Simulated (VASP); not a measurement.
# Ru (Fm-3m) in VASP: notebook

Ru is run at these levels: PBE; tasks: single point.

Program: VASP 6.6.1. These are calculated values, not measurements. Logs are shortened: lines on timing, memory, paths and dates and some standing lists are left out, and cuts for length are marked.

## Step 1: The cell of the first run

The structure is cubic, space group Fm-3m (No. 225). Conventional cell: a = 3.760 Å, b = 3.760 Å, c = 3.760 Å, α = 90.00°, β = 90.00°, γ = 90.00°. Ru (site symmetry m-3m) has 12 Ru at 2.66 Å within 3.5 Å.

This isn't the form of Ru at room conditions, which is hcp.

## Step 2: Single point, PBE

INCAR

```
PREC = Accurate
ENCUT = 520
EDIFF = 1E-6
ISMEAR = -1
SIGMA = 0.06122561905347299
LREAL = F
LASPH = T
NELM = 60
ALGO = Normal
ISIF = 2
LWAVE = F
LCHARG = F
GGA = PE
NBANDS = 13
```

KPOINTS

```
Automatic mesh
0
Gamma
  49 49 49
```

POSCAR

```
Ru
1.0
    0.0000000000      1.8799059224      1.8799059224
    1.8799059224      0.0000000000      1.8799059224
    1.8799059224      1.8799059224      0.0000000000
Ru
1
Direct
    0.0000000000      0.0000000000      0.0000000000
```

Potentials or basis: VASP PAW PBE potentials, release 64 (Ru_pv).

The run is started by

```sh
$ cat potpaw_PBE.64/Ru_pv/POTCAR > POTCAR
$ mpirun -np 1 vasp_std > vasp.out
```

OUTCAR:

```text
PREC = Accurate
   ENCUT = 520
   EDIFF = 1E-6
   ISMEAR = -1
   LREAL = F
   LASPH = T
   NELM = 60
   ISIF = 2
   GGA = PE

 ion  position               nearest neighbor table
   1  0.000  0.000  0.000-

  LATTYP: Found a face centered cubic cell.
 ALAT       =     3.7598118448

  Lattice vectors:

 A1 = (   0.0000000000,   1.8799059224,   1.8799059224)
 A2 = (   1.8799059224,   0.0000000000,   1.8799059224)
 A3 = (   1.8799059224,   1.8799059224,   0.0000000000)

Analysis of symmetry for initial positions (statically):
=====================================================================
 Subroutine PRICEL returns:
 Original cell was already a primitive cell.

 Routine SETGRP: Setting up the symmetry group for a
 face centered cubic supercell.

 Subroutine GETGRP returns: Found 48 space group operations
 (whereof 48 operations were pure point group operations)
 out of a pool of 48 trial point group operations.

The static configuration has the point symmetry O_h .

Analysis of symmetry for dynamics (positions and initial velocities):
=====================================================================
 Subroutine PRICEL returns:
 Original cell was already a primitive cell.

 Routine SETGRP: Setting up the symmetry group for a
 face centered cubic supercell.

 Subroutine GETGRP returns: Found 48 space group operations
 (whereof 48 operations were pure point group operations)
 out of a pool of 48 trial point group operations.

The dynamic configuration has the point symmetry O_h .

 Subroutine INISYM returns: Found 48 space group operations
 (whereof 48 operations are pure point group operations),
 and found     1 'primitive' translations

----------------------------------------------------------------------------------------

                                     Primitive cell

  volume of cell :      13.2873

  direct lattice vectors                    reciprocal lattice vectors
     0.000000000  1.879905922  1.879905922    -0.265970756  0.265970756  0.265970756
     1.879905922  0.000000000  1.879905922     0.265970756 -0.265970756  0.265970756
     1.879905922  1.879905922  0.000000000     0.265970756  0.265970756 -0.265970756

  length of vectors
     2.658588451  2.658588451  2.658588451     0.460674863  0.460674863  0.460674863

  position of ions in fractional coordinates (direct lattice)
     0.000000000  0.000000000  0.000000000

  ion indices of the primitive-cell ions
   primitive index   ion index
                 1           1
[... 72 lines left out ...]
   EDIFF  = 0.1E-05   stopping-criterion for ELM
   LREAL  =      F    real-space projection
[... 7 lines left out ...]
   TEBEG  =    0.0;   TEEND  =   0.0 temperature during run
   PSTRESS=    0.0 pullay stress
   NELECT =      14.0000    total number of electrons
   NUPDOWN=      -1.0000    fix difference up-down
   EMIN   =  10.00;   EMAX   =-10.00  energy-range for DOS
   EFERMI =   0.00;   METHOD = LEGACY
   ISMEAR =    -1;   SIGMA  =   0.06  broadening in eV -4-tet -1-fermi 0-gaus
   EFERMI_NEDOS =   21; number of points for ismear=-14 and -15
   IALGO  =     38    algorithm
   IMIX   =      4    mixing-type and parameters
     AMIX     =   0.40;   BMIX     =  1.00
     AMIX_MAG =   1.60;   BMIX_MAG =  1.00
  volume/ion in A,a.u.               =      13.29        89.67
  Fermi-wavevector in a.u.,A,eV,Ry     =   1.665858  3.148016 37.757309  2.775084
  Thomas-Fermi vector in A             =   2.752155
   LORBIT       =      0    0 simple, 1 ext, 2 COOP (PROOUT), +10 PAW based schemes
   GGA     = PE    functional components
   LHFCALC =     F    Hartree Fock is set to
   AEXX    =    0.0000 exact exchange contribution
   IVDW    =     0    specifies the selected vdW correction
   LEPSILON=     F    determine dielectric tensor
   LRPA    =     F    only Hartree local field effects (RPA)
 non-spin polarized calculation
  energy-cutoff  :      520.00
  volume of cell :       13.29
 maximum number of plane-waves:       369
   NGX =  9   NGY =  9   NGZ =  9

 number of electron      14.0000006 magnetization

 Free energy of the ion-electron system (eV)
  ---------------------------------------------------
  ext. energy  EPLUGINS =         0.00000000
  ---------------------------------------------------
  free energy    TOTEN  =        -9.10528007 eV

  energy without entropy =       -9.09227366  energy(sigma->0) =       -9.09877687

 E-fermi :  13.1489     XC(G=0): -14.2528

 val. band max:       13.1486263212   @ k =  -0.1020   0.0816   0.0204
 cond. band min:      13.1493153126   @ k =   0.3469   0.2041   0.0612
 fundamental gap:      0.0006889914
 Fermi energy:        13.1489087152

 k-point     1 :       0.0000    0.0000    0.0000
  band No.  band energies     occupation
      1     -29.2784      2.00000
      2     -29.2784      2.00000
      3     -29.2784      2.00000
      4       5.1199      2.00000
      5      10.4865      2.00000
      6      10.4865      2.00000
      7      10.4865      2.00000
      8      13.0204      1.78169
      9      13.0204      1.78169
     10      23.6656      0.00000
     11      28.1899      0.00000
     12      34.0565      0.00000
     13      34.0565      0.00000
[... 354 lines left out ...]
  band No.  band energies     occupation
      1     -30.4153      2.00000
      2     -29.4306      2.00000
      3     -29.4306      2.00000
      4       6.9264      2.00000
      5      10.3665      2.00000
      6      10.3665      2.00000
      7      14.0627      0.00000
      8      14.9149      0.00000
      9      14.9149      0.00000
     10      23.6204      0.00000
     11      23.7368      0.00000
     12      27.8682      0.00000
     13      34.6444      0.00000

 [... further k-points ...]

------------------------ aborting loop because EDIFF is reached ----------------------------------------

  FORCE on cell =-STRESS in cart. coord.  units (eV):
  Direction    XX          YY          ZZ          XY          YZ          ZX
  --------------------------------------------------------------------------------------
  -------------------------------------------------------------------------------------
  Total        1.1272303      1.1272303      1.1272303      0.0000000      0.0000000      0.0000000
  in kB      135.9204773    135.9204773    135.9204773      0.0000000      0.0000000      0.0000000
  external PRESSURE =     135.9204773 kB  Pullay stress =       0.0000000 kB

 VOLUME and BASIS-vectors are now :
 -----------------------------------------------------------------------------
  energy-cutoff  :      520.00
  volume of cell :       13.29
      direct lattice vectors                 reciprocal lattice vectors
     0.000000000  1.879905922  1.879905922    -0.265970756  0.265970756  0.265970756
     1.879905922  0.000000000  1.879905922     0.265970756 -0.265970756  0.265970756
     1.879905922  1.879905922  0.000000000     0.265970756  0.265970756 -0.265970756

 POSITION                                       TOTAL-FORCE (eV/Angst)
 -----------------------------------------------------------------------------------
      0.00000      0.00000      0.00000        -0.000000     -0.000000     -0.000000
 -----------------------------------------------------------------------------------
    total drift:                                0.000000     -0.000000      0.000000

  FREE ENERGIE OF THE ION-ELECTRON SYSTEM (eV)
  ---------------------------------------------------
  free  energy   TOTEN  =        -9.1052800744 eV

  energy  without entropy=       -9.0922736571  energy(sigma->0) =       -9.09877687
```

stdout:

```text
POSCAR found type information on POSCAR Ru
 POSCAR found :  1 types and       1 ions
 scaLAPACK will be used
 LDA part: xc-table for (Slater+PW92), standard interpolation
 POSCAR, INCAR and KPOINTS ok, starting setup
 FFT: planning ... GRIDC
 FFT: planning ... GRID_SOFT
 FFT: planning ... GRID
 WAVECAR not read
 entering main loop
```

It took 3.6 min on 1 thread of Intel Xeon Platinum 8488C (Sapphire Rapids), shared host; peak memory 0.54 GiB.

Results:

| Item | Value |
| --- | --- |
| Free energy | -9.1053 eV |
| Pressure | 13.6 GPa |
| Band gap on the k mesh | zero (bands 7 and 8 overlap by 3.70 eV) |

Caveat: the cell stands under pressure.

## Step 3: Single point, PBE

This run uses another cell than the first one, of 13.56 Å³/atom.

INCAR

```
SYSTEM = Ru
PREC = Accurate ; ENCUT = 520
EDIFF = 1E-6 ; ISMEAR = -1
SIGMA = 0.06122561905347299 ; LREAL = .False.
LASPH = .True. ; NELM = 60
ALGO = Normal ; ISIF = 2
LWAVE = .False. ; LCHARG = .False.
GGA = PE ; NBANDS = 13
```

KPOINTS

```
Automatic mesh
0
Gamma
  49 49 49
  0 0 0
```

POSCAR

```
Ru
1.0
    0.0000000000      1.8928712005      1.8928712005
    1.8928712005      0.0000000000      1.8928712005
    1.8928712005      1.8928712005      0.0000000000
Ru
1
Direct
    0.0000000000      0.0000000000      0.0000000000
```

Potentials or basis: VASP PAW PBE potentials, release 64 (Ru_pv).

The run is started by

```sh
$ cat potpaw_PBE.64/Ru_pv/POTCAR > POTCAR
$ mpirun -np 1 vasp_std > vasp.out
```

Run time: 3.5 min. Hardware: 1 thread of Intel Xeon Platinum 8488C (Sapphire Rapids), shared host; peak memory 0.55 GiB.

The run converged. Its results:

- Free energy: -9.1225 eV
- Pressure: 6.3 GPa
- Band gap on the k mesh: zero (bands 7 and 8 overlap by 3.57 eV)

Levels at points of the mesh, in eV from the Fermi level:
```
           k point  band 5  band 6  band 7  band 8  band 9  band 10
(0.00, 0.00, 0.00)   -2.58   -2.58   -2.58   -0.13   -0.13    10.54
```

Caveat: the cell stands under pressure.

## Step 4: Single point, PBE

This run uses another cell than the first one, of 13.01 Å³/atom.

INCAR

```
PREC = Accurate
ENCUT = 520
EDIFF = 1E-6
ISMEAR = -1
SIGMA = 0.06122561905347299
LREAL = False
LASPH = True
NELM = 60
ALGO = Normal
ISIF = 2
LWAVE = False
LCHARG = False
GGA = PE
NBANDS = 13
```

KPOINTS

```
Automatic mesh
0
Gamma
  17 17 17
```

POSCAR

```
Ru
1.0
    0.0000000000      1.8667592970      1.8667592970
    1.8667592970      0.0000000000      1.8667592970
    1.8667592970      1.8667592970      0.0000000000
Ru
1
Direct
    0.0000000000      0.0000000000      0.0000000000
```

The run is started by

```sh
$ cat potpaw_PBE.64/Ru_pv/POTCAR > POTCAR
$ mpirun -np 1 vasp_std > vasp.out
```

It took 20 s on 1 thread of Intel Xeon 8259CL, shared host; peak memory 0.14 GiB.

It converged, with:

```
Free energy            : -9.0691 eV
Pressure               : 22.0 GPa
Band gap on the k mesh : zero (bands 7 and 8 overlap by 3.70 eV)
```

Levels at points of the mesh, in eV from the Fermi level:
| k point | band 4 | band 5 | band 6 | band 7 | band 8 | band 9 | band 10 | band 11 |
| --- | --- | --- | --- | --- | --- | --- | --- | --- |
| (0.00, 0.00, 0.00) | -8.15 | -2.74 | -2.74 | -2.74 | -0.13 | -0.13 | 10.50 | 15.02 |

Caveat: the cell stands under pressure.

## Step 5: Single point, PBE

INCAR

```
SYSTEM = Ru
ALGO     = Normal         ! electronic algorithm
EDIFF    = 1E-6           ! SCF threshold, eV
ENCUT    = 520            ! plane-wave cutoff, eV
GGA      = PE             ! functional
ISIF     = 2              ! what is computed and relaxed
ISMEAR   = -1             ! smearing method
LASPH    = .TRUE.         ! aspherical terms in the spheres
LCHARG   = .FALSE.        ! write CHGCAR
LREAL    = .FALSE.        ! projectors in reciprocal space
LWAVE    = .FALSE.        ! write WAVECAR
NBANDS   = 13             ! bands
NELM     = 60             ! most SCF steps
PREC     = Accurate       ! precision mode
SIGMA    = 0.06122561905347299 ! smearing width, eV
```

KPOINTS

```
k-points
0
G
  17 17 17
  0 0 0
```

POSCAR

```
Ru
1.0
    0.0000000000      1.8799059224      1.8799059224
    1.8799059224      0.0000000000      1.8799059224
    1.8799059224      1.8799059224      0.0000000000
Ru
1
Direct
    0.0000000000      0.0000000000      0.0000000000
```

The run is started by

```sh
$ cat potpaw_PBE.64/Ru_pv/POTCAR > POTCAR
$ mpirun -np 1 vasp_std > vasp.out
```

Run time: 21 s. Hardware: 1 thread of Intel Xeon 8259CL, shared host; peak memory 0.14 GiB.

The run converged. Its results:

```yaml
Free_energy: -9.0999 eV
Pressure: 13.7 GPa
Band_gap_on_the_k_mesh: zero (bands 7 and 8 overlap by 3.58 eV)
```

Levels at points of the mesh, in eV from the Fermi level:
```csv
k point,band 4,band 5,band 6,band 7,band 8,band 9,band 10,band 11
"(0.00, 0.00, 0.00)",-8.03,-2.66,-2.66,-2.66,-0.12,-0.12,10.52,15.04
```

Caveat: the cell stands under pressure.

## Step 6: The runs side by side

```tsv
cell	k mesh	gap on the mesh (eV)	pressure (GPa)
a = 2.659 Å, angles 60.0°, 1 atom	49 × 49 × 49	none	13.6
a = 2.677 Å, angles 60.0°, 1 atom	49 × 49 × 49	none	6.3
a = 2.640 Å, angles 60.0°, 1 atom	17 × 17 × 17	none	22.0
a = 2.659 Å, angles 60.0°, 1 atom	17 × 17 × 17	none	13.7
```

Alike in all rows: task single point; level PBE; potentials or basis VASP PAW PBE potentials, release 64 (Ru_pv); no spin polarisation; cutoff (eV) 520; smearing fermi-dirac 0.0612256 eV.

Caveats: the cell stands under pressure.

Absolute energies hang on the potentials; compare differences alone.
